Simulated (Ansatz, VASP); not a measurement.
**HfN: VASP beside Ansatz**

The input INCAR:

```
ALGO = Normal ; EDIFF = 1E-6
ENCUT = 520 ; GGA = PE
ISIF = 2 ; ISMEAR = 0
LASPH = True ; LCHARG = True
LELF = True ; LREAL = False
LVHAR = True ; LWAVE = False
NBANDS = 14 ; NELM = 100
PREC = Accurate ; SIGMA = 0.05
```

The input KPOINTS:

```
k-points
0
Gamma
  10 10 10
```

File POSCAR:

```
HfN
1.0
    0.0000000000      2.2590026142      2.2590026142
    2.2590026142      0.0000000000      2.2590026142
    2.2590026142      2.2590026142      0.0000000000
Hf N
1 1
Direct
    0.5000000000      0.5000000000      0.5000000000
    0.0000000000      0.0000000000      0.0000000000
```

Input for Ansatz:

```yaml
crystal:
  lattice:
    - [0.0, 2.2590026142, 2.2590026142]
    - [2.2590026142, 0.0, 2.2590026142]
    - [2.2590026142, 2.2590026142, 0.0]
  atoms:
    - { symbol: Hf, position: [0.5, 0.5, 0.5] }
    - { symbol: "N", position: [0.0, 0.0, 0.0] }
basis:
  ecutwfc: 420
  ecutrho_ratio: 4
kpoints:
  mp_grid: { grid: [10, 10, 10] }
hamiltonian:
  xc: pbe
scf:
  occupations: { method: gaussian, width: 0.05 }
output:
  forces: true
  stress: true
  eigenvalues: true
```

Alike in both runs: task single point; functional PBE; k mesh 10 × 10 × 10; occupations gaussian, width 0.05 eV; no spin polarisation.

```csv
,VASP,Ansatz
version,VASP 6.6.1,Ansatz 0.2.0
potentials or method,"VASP PAW PBE potentials, release 64 (Hf_pv, N), cutoff 520 eV","scalar-relativistic, plane waves, PAW"
valence electrons in the cell,15,31
```

```csv
,VASP,Ansatz,Ansatz less VASP
gap on the k mesh at the Fermi level (eV),none,none,-
pressure (GPa),3.1,5.4,+2.39
```

A gap of «none» marks a metal or a gap that the smearing closes. With one functional, cell and mesh, what is left measures potentials, basis and numerics. VASP's potentials hold 15 valence electrons a cell and Ansatz's 31, so a difference there can come from the potentials and not from the codes.

Neither program's run includes spin-orbit coupling.
